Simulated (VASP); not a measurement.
# SiF (P1) in VASP: single point with PBE

Aim: the single point of SiF with PBE.

Program: VASP 6.6.1. These are calculated values, not measurements. Logs are shortened: lines on timing, memory, paths and dates and some standing lists are left out, and cuts for length are marked.

## (1) The cell of the first run

The typed cell holds 8 atoms: a = 3.979 Å, b = 6.905 Å, c = 6.842 Å, α = 100.13°, β = 89.96°, γ = 108.59°.

## (2) Single point, PBE

The input, INCAR:

```
SYSTEM = SiF
  ALGO = Normal
  EDIFF = 1E-6
  ENCUT = 520
  GGA = PE
  ISIF = 2
  ISMEAR = 0
  LASPH = .TRUE.
  LCHARG = .FALSE.
  LREAL = .FALSE.
  LWAVE = .FALSE.
  NBANDS = 32
  NELM = 80
  PREC = Accurate
  SIGMA = 0.1
```

The input, KPOINTS:

```
k-points
0
G
  4 4 2
  0 0 0
```

The input, POSCAR:

```
SiF
1.0
   -1.9882275400     -3.4460800795      0.0661975020
    0.0282724638      2.4012400875     -6.4735762310
    5.9244213507     -3.4233143938      0.0396198246
Si F
4 4
Direct
    0.7201958686      0.4438452340      0.9063931582
    0.2208695126      0.4471260398      0.4079423748
    0.7808222340      0.5562677596      0.5933790581
    0.2800012643      0.5527586636      0.0919150180
    0.5802699668      0.1907457720      0.8605810107
    0.0802680881      0.1939113174      0.3661693511
    0.9188412749      0.8093452755      0.6391804618
    0.4187317907      0.8059999381      0.1344395674
```

Potentials or basis: VASP PAW PBE potentials, release 64 (Si, F).

Run with:

```
> cat potpaw_PBE.64/Si/POTCAR potpaw_PBE.64/F/POTCAR > POTCAR
> mpirun -np 1 vasp_std > vasp.out
```

OUTCAR:

```text
SYSTEM = SiF
   EDIFF = 1E-6
   ENCUT = 520
   GGA = PE
   ISIF = 2
   ISMEAR = 0
   LASPH = .TRUE.
   LREAL = .FALSE.
   NELM = 80
   PREC = Accurate

 ion  position               nearest neighbor table
   1  0.720  0.444  0.906-   5 1.63   3 2.39   4 2.40   4 2.40
   2  0.221  0.447  0.408-   6 1.63   4 2.39   3 2.40   3 2.40
   3  0.781  0.556  0.593-   7 1.63   1 2.39   2 2.40   2 2.40
   4  0.280  0.553  0.092-   8 1.63   2 2.39   1 2.40   1 2.40
   5  0.580  0.191  0.861-   1 1.63
   6  0.080  0.194  0.366-   2 1.63
   7  0.919  0.809  0.639-   3 1.63
   8  0.419  0.806  0.134-   4 1.63

  LATTYP: Found a triclinic cell.
 ALAT       =     6.9046319604
 B/A-ratio  =     0.5762881420
 C/A-ratio  =     0.9909973159
 COS(alpha) =     0.0007544310
 COS(beta)  =     0.1758752853
 COS(gamma) =     0.3188336367

  Lattice vectors:

 A1 = (  -0.0282724638,  -2.4012400875,   6.4735762310)
 A2 = (  -1.9882275400,  -3.4460800795,   0.0661975020)
 A3 = (   5.9244213507,  -3.4233143938,   0.0396198246)

Analysis of symmetry for initial positions (statically):
=====================================================================
 Subroutine PRICEL returns:
 Original cell was already a primitive cell.

 Routine SETGRP: Setting up the symmetry group for a
 triclinic supercell.

 Subroutine GETGRP returns: Found  1 space group operations
 (whereof  1 operations were pure point group operations)
 out of a pool of  2 trial point group operations.

The static configuration has the point symmetry C_1 .

Analysis of symmetry for dynamics (positions and initial velocities):
=====================================================================
 Subroutine PRICEL returns:
 Original cell was already a primitive cell.

 Routine SETGRP: Setting up the symmetry group for a
 triclinic supercell.

 Subroutine GETGRP returns: Found  1 space group operations
 (whereof  1 operations were pure point group operations)
 out of a pool of  2 trial point group operations.

The dynamic configuration has the point symmetry C_1 .

 Subroutine INISYM returns: Found  1 space group operations
 (whereof  1 operations are pure point group operations),
 and found     1 'primitive' translations

----------------------------------------------------------------------------------------

                                     Primitive cell

  volume of cell :     175.0926

  direct lattice vectors                    reciprocal lattice vectors
    -1.988227540 -3.446080080  0.066197502    -0.126024466 -0.219045898 -0.081800970
     0.028272464  2.401240088 -6.473576231    -0.000514481 -0.002689749 -0.155474075
     5.924421351 -3.423314394  0.039619825     0.126501676 -0.073498662 -0.026710340

  length of vectors
     3.979057523  6.904631960  6.842471740     0.265621291  0.155498191  0.148721786

  position of ions in fractional coordinates (direct lattice)
     0.720195869  0.443845234  0.906393158
     0.220869513  0.447126040  0.407942375
     0.780822234  0.556267760  0.593379058
     0.280001264  0.552758664  0.091915018
     0.580269967  0.190745772  0.860581011
     0.080268088  0.193911317  0.366169351
     0.918841275  0.809345276  0.639180462
     0.418731791  0.805999938  0.134439567

  ion indices of the primitive-cell ions
   primitive index   ion index
                 1           1
                 2           2
                 3           3
                 4           4
                 5           5
                 6           6
                 7           7
                 8           8

----------------------------------------------------------------------------------------

 KPOINTS: k-points

Automatic generation of k-mesh.
 Grid dimensions read from file:
 generate k-points for:    4    4    2

 Generating k-lattice:

  Cartesian coordinates                     Fractional coordinates (reciprocal lattice)
    -0.031506116 -0.054761475 -0.020450242     0.250000000  0.000000000 -0.000000000
    -0.000128620 -0.000672437 -0.038868519     0.000000000  0.250000000  0.000000000
     0.063250838 -0.036749331 -0.013355170     0.000000000 -0.000000000  0.500000000

  Length of vectors
     0.066405323  0.038874548  0.074360893

  Shift w.r.t. Gamma in fractional coordinates (k-lattice)
     0.000000000  0.000000000  0.000000000

 Subroutine IBZKPT returns following result:
 ===========================================

 Found     20 irreducible k-points:

 Following reciprocal coordinates:
            Coordinates               Weight
  0.000000  0.000000  0.000000      1.000000
  0.250000  0.000000  0.000000      2.000000
  0.500000  0.000000  0.000000      1.000000
  0.000000  0.250000  0.000000      2.000000
  0.250000  0.250000  0.000000      2.000000
  0.500000  0.250000  0.000000      2.000000
[... 12 lines left out ...]
  0.250000  0.500000  0.500000      2.000000
  0.500000  0.500000  0.500000      1.000000
   k-points           NKPTS =     20   k-points in BZ     NKDIM =     20   number of bands    NBANDS=     32
   number of dos      NEDOS =    301   number of ions     NIONS =      8
   total plane-waves  NPLWV =  87480
   dimension x,y,z NGX =    30 NGY =   54 NGZ =   54
   dimension x,y,z NGXF=    60 NGYF=  108 NGZF=  108
   ions per type =               4   4
   NGX,Y,Z   is equivalent  to a cutoff of  12.53, 13.00, 13.12 a.u.
   NGXF,Y,Z  is equivalent  to a cutoff of  25.07, 26.00, 26.24 a.u.
 SYSTEM =  SiF
   PREC   = accura    normal or accurate (medium, high low for compatibility)
   ISTART =      0    job   : 0-new  1-cont  2-samecut
   ICHARG =      2    charge: 1-file 2-atom 10-const
   ISPIN  =      1    spin polarized calculation?
   LNONCOLLINEAR =      F non collinear calculations
   LSORBIT =      F    spin-orbit coupling
   LASPH  =      T    aspherical Exc in radial PAW
   ENCUT  =  520.0 eV  38.22 Ry    6.18 a.u.   7.40 12.84 12.72*2*pi/ulx,y,z
   NELM   =     80;   NELMIN=  2; NELMDL= -5     # of ELM steps
   EDIFF  = 0.1E-05   stopping-criterion for ELM
   LREAL  =      F    real-space projection
   EDIFFG = 0.1E-04   stopping-criterion for IOM
   NSW    =      0    number of steps for IOM
   IBRION =     -1    ionic relax: 0-MD 1-quasi-New 2-CG
   NFREE  =      0    steps in history (QN), initial steepest desc. (CG)
   ISIF   =      2    stress and relaxation
   ISYM   =      2    0-nonsym 1-usesym 2-fastsym
   POTIM  = 0.5000    time-step for ionic-motion
   TEBEG  =    0.0;   TEEND  =   0.0 temperature during run
   PSTRESS=    0.0 pullay stress
   NELECT =      44.0000    total number of electrons
   NUPDOWN=      -1.0000    fix difference up-down
   EMIN   =  10.00;   EMAX   =-10.00  energy-range for DOS
   EFERMI =   0.00;   METHOD = LEGACY
   ISMEAR =     0;   SIGMA  =   0.10  broadening in eV -4-tet -1-fermi 0-gaus
   EFERMI_NEDOS =   21; number of points for ismear=-14 and -15
   IALGO  =     38    algorithm
   IMIX   =      4    mixing-type and parameters
     AMIX     =   0.40;   BMIX     =  1.00
     AMIX_MAG =   1.60;   BMIX_MAG =  1.00
  volume/ion in A,a.u.               =      21.89       147.70
  Fermi-wavevector in a.u.,A,eV,Ry     =   1.033086  1.952249 14.521044  1.067267
  Thomas-Fermi vector in A             =   2.167315
   LORBIT       =      0    0 simple, 1 ext, 2 COOP (PROOUT), +10 PAW based schemes
   GGA     = PE    functional components
   LHFCALC =     F    Hartree Fock is set to
   AEXX    =    0.0000 exact exchange contribution
   IVDW    =     0    specifies the selected vdW correction
   LEPSILON=     F    determine dielectric tensor
   LRPA    =     F    only Hartree local field effects (RPA)
 non-spin polarized calculation
 Gauss-broadening in eV      SIGMA  =   0.10
  energy-cutoff  :      520.00
  volume of cell :      175.09
 maximum number of plane-waves:      4747
 NGX is ok and might be reduce to    30
   NGX = 15   NGY = 25   NGZ = 25

 number of electron      44.0000005 magnetization

 Free energy of the ion-electron system (eV)
  ---------------------------------------------------
  ext. energy  EPLUGINS =         0.00000000
  ---------------------------------------------------
  free energy    TOTEN  =       -42.36678620 eV

  energy without entropy =      -42.36678143  energy(sigma->0) =      -42.36678381

 E-fermi :   1.0699     XC(G=0):  -7.3694

 val. band max:        0.7929415456   @ k =   0.0000   0.5000   0.0000
 cond. band min:       1.3278014631   @ k =   0.0000   0.5000   0.0000
 fundamental gap:      0.5348599175
 Fermi energy:         1.0698745533

 k-point     1 :       0.0000    0.0000    0.0000
  band No.  band energies     occupation
      1     -23.6605      2.00000
      2     -23.6161      2.00000
      3     -23.6093      2.00000
      4     -23.6010      2.00000
      5      -9.4511      2.00000
      6      -7.8856      2.00000
[... 24 lines left out ...]
     31       8.9244      0.00000
     32       9.1575      0.00000

 k-point     2 :       0.2500    0.0000    0.0000
  band No.  band energies     occupation
      1     -23.6449      2.00000
      2     -23.6158      2.00000
      3     -23.6063      2.00000
      4     -23.6027      2.00000
      5      -9.0443      2.00000
      6      -7.5859      2.00000
[... 24 lines left out ...]
     31       7.2636      0.00000
     32       8.1196      0.00000
[... 593 lines left out ...]
     31       8.3012      0.00000
     32       8.3804      0.00000

 k-point    20 :       0.5000    0.5000    0.5000
  band No.  band energies     occupation
      1     -23.6260      2.00000
      2     -23.6161      2.00000
      3     -23.6103      2.00000
      4     -23.6003      2.00000
      5      -7.9664      2.00000
      6      -7.9196      2.00000
[... 24 lines left out ...]
     31       9.1122      0.00000
     32       9.7011      0.00000

------------------------ aborting loop because EDIFF is reached ----------------------------------------

  FORCE on cell =-STRESS in cart. coord.  units (eV):
  Direction    XX          YY          ZZ          XY          YZ          ZX
  --------------------------------------------------------------------------------------
  -------------------------------------------------------------------------------------
  Total       -0.1252964     -0.0751162      1.1058355      0.0218164      0.0910784      0.0170510
  in kB       -1.1465190     -0.6873478     10.1189008      0.1996299      0.8334090      0.1560240
  external PRESSURE =       2.7616780 kB  Pullay stress =       0.0000000 kB

 VOLUME and BASIS-vectors are now :
 -----------------------------------------------------------------------------
  energy-cutoff  :      520.00
  volume of cell :      175.09
      direct lattice vectors                 reciprocal lattice vectors
    -1.988227540 -3.446080080  0.066197502    -0.126024466 -0.219045898 -0.081800970
     0.028272464  2.401240088 -6.473576231    -0.000514481 -0.002689749 -0.155474075
     5.924421351 -3.423314394  0.039619825     0.126501676 -0.073498662 -0.026710340

 POSITION                                       TOTAL-FORCE (eV/Angst)
 -----------------------------------------------------------------------------------
      3.95049     -4.51894     -2.78968         0.000282      0.009222     -0.197790
      1.99033     -1.08399     -2.86372        -0.004081      0.005317     -0.192362
      1.97870     -3.38637     -3.52584         0.000577     -0.005764      0.199180
      0.00346      0.04775     -3.55615         0.007022     -0.005297      0.191235
      3.95013     -4.48767     -1.16230         0.000712      0.000609      0.200083
      2.01523     -1.06450     -1.23548        -0.000428      0.001758      0.203994
      1.98279     -3.41108     -5.15321        -0.001190     -0.003329     -0.202333
     -0.01327      0.03219     -5.18466        -0.002894     -0.002516     -0.202007
 -----------------------------------------------------------------------------------
    total drift:                               -0.000158     -0.000236     -0.000109

  FREE ENERGIE OF THE ION-ELECTRON SYSTEM (eV)
  ---------------------------------------------------
  free  energy   TOTEN  =       -42.3667861996 eV

  energy  without entropy=      -42.3667814275  energy(sigma->0) =      -42.36678381
```

Wall time 64 s (1 thread of Intel Xeon 6975P-C (Granite Rapids), shared host); peak memory 0.3 GiB.

What came out:

* Free energy: -42.3668 eV
* Pressure: 0.3 GPa
* Largest force: 0.204 eV/Å
* Band gap on the k mesh: 0.53 eV

Forces in eV/Å, atoms in the order of the input:
```
Si   0.000  0.009 -0.198
Si  -0.004  0.005 -0.192
Si   0.001 -0.006  0.199
Si   0.007 -0.005  0.191
F    0.001  0.001  0.200
F    0.000  0.002  0.204
F   -0.001 -0.003 -0.202
F   -0.003 -0.003 -0.202
```

Caveat: the k points lie up to 0.47 Å⁻¹ apart. A k mesh can miss the band edges.
